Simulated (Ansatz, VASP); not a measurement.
**Two plane-wave programs on Ti5Si3**

```
Ti Si
1.0
     7.46500    0.00000    0.00000
    -3.73250    6.46488    0.00000
     0.00000    0.00000    5.16200
Ti Si
10 6
Direct
  0.33333 0.66667 0.00000
  0.66667 0.33333 0.50000
  0.66667 0.33333 0.00000
  0.33333 0.66667 0.50000
  0.23000 0.00000 0.25000
  0.23000 0.23000 0.75000
  0.00000 0.23000 0.25000
  0.77000 0.00000 0.75000
  0.77000 0.77000 0.25000
  0.00000 0.77000 0.75000
  0.60000 0.00000 0.25000
  0.60000 0.60000 0.75000
  0.00000 0.60000 0.25000
  0.40000 0.00000 0.75000
  0.40000 0.40000 0.25000
  0.00000 0.40000 0.75000
```

Alike in both runs: task relaxation of cell and atoms; functional PBEsol; k mesh 3 × 3 × 4; occupations gaussian, width 0.1 eV; no spin polarisation.

|  | VASP | Ansatz |
| --- | --- | --- |
| version | VASP 6.6.1 | Ansatz 0.2.0 |
| potentials or method | VASP PAW PBE potentials, release 64 (Ti_sv, Si), cutoff 500 eV | scalar-relativistic, plane waves, PAW |
| valence electrons in the cell | 144 | 144 |

Ansatz gave:

```
gap on the k mesh at the Fermi level, each at its own relaxed structure (eV) : none
relaxed volume (Å³/atom)                                                     : 15.04
relaxed cell length with the largest relative difference (Å)                 : 5.066
```

Estimate VASP's values.

gap on the k mesh at the Fermi level, each at its own relaxed structure (eV): none; relaxed volume (Å³/atom): 15.03; relaxed cell length with the largest relative difference (Å): 5.065.

VASP's potentials were made for PBE, not for PBEsol. A gap of «none» marks a metal or a gap that the smearing closes.
